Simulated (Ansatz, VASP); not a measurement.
# Two plane-wave programs on Re

POSCAR

```
Re
1.0
    0.0000000000      1.9601875000      1.9750000000
    1.9898125000      0.0000000000      1.9750000000
    1.9898125000      1.9601875000      0.0000000000
Re
1
Direct
    0.0000000000      0.0000000000      0.0000000000
```

The input INCAR.step1:

```
ALGO = Normal
EDIFF = 1E-4
ENCUT = 520
GGA = PE
ISMEAR = 0
LASPH = True
LCHARG = False
LREAL = False
LWAVE = True
NBANDS = 10
NELM = 100
PREC = Accurate
SIGMA = 0.15
```

Contents of INCAR.step2:

```
ALGO = Normal
EDIFF = 1E-7
ENCUT = 520
ISIF = 2
ISMEAR = 0
ISTART = 1
LASPH = True
LCHARG = False
LMIXTAU = True
LREAL = False
LWAVE = False
METAGGA = R2SCAN
NBANDS = 10
NELM = 100
PREC = Accurate
SIGMA = 0.15
```

Contents of KPOINTS:

```
k-points
0
Gamma
  20 20 20
```

Input for Ansatz:

```yaml
crystal:
  lattice:
    - [0.0, 1.9601875, 1.975]
    - [1.9898125, 0.0, 1.975]
    - [1.9898125, 1.9601875, 0.0]
  atoms:
    - { symbol: Re, position: [0.0, 0.0, 0.0] }
basis:
  ecutwfc: 500
kpoints:
  mp_grid: { grid: [20, 20, 20] }
hamiltonian:
  xc: r2scan
scf:
  occupations: { method: gaussian, width: 0.15 }
output:
  forces: true
  stress: true
  eigenvalues: true
```

Change from the starting cell: strain +0.0075 x Voigt [1, -1, 0, 0, 0, 0], atoms carried along.

Alike in both runs: task single point; functional r2SCAN; k mesh 20 × 20 × 20; occupations gaussian, width 0.15 eV; no spin polarisation.

```csv
,VASP,Ansatz
version,VASP 6.6.1,Ansatz 0.2.0
potentials or method,"VASP PAW PBE potentials, release 64 (Re), cutoff 520 eV","scalar-relativistic, plane waves, PAW"
valence electrons in the cell,7,15
```

|  | VASP | Ansatz | Ansatz less VASP |
| --- | --- | --- | --- |
| gap on the k mesh at the Fermi level (eV) | none | none | - |
| pressure (GPa) | -15.6 | -15.3 | +0.28 |
| traceless stress, the component that is largest in VASP (GPa) | -2.01 | -2.02 | -0.016 |

VASP's potentials were made for PBE, not for r2SCAN. A gap of «none» marks a metal or a gap that the smearing closes. VASP's potentials hold 7 valence electrons a cell and Ansatz's 15, so a difference there can come from the potentials and not from the codes.

Spin-orbit coupling is off throughout.
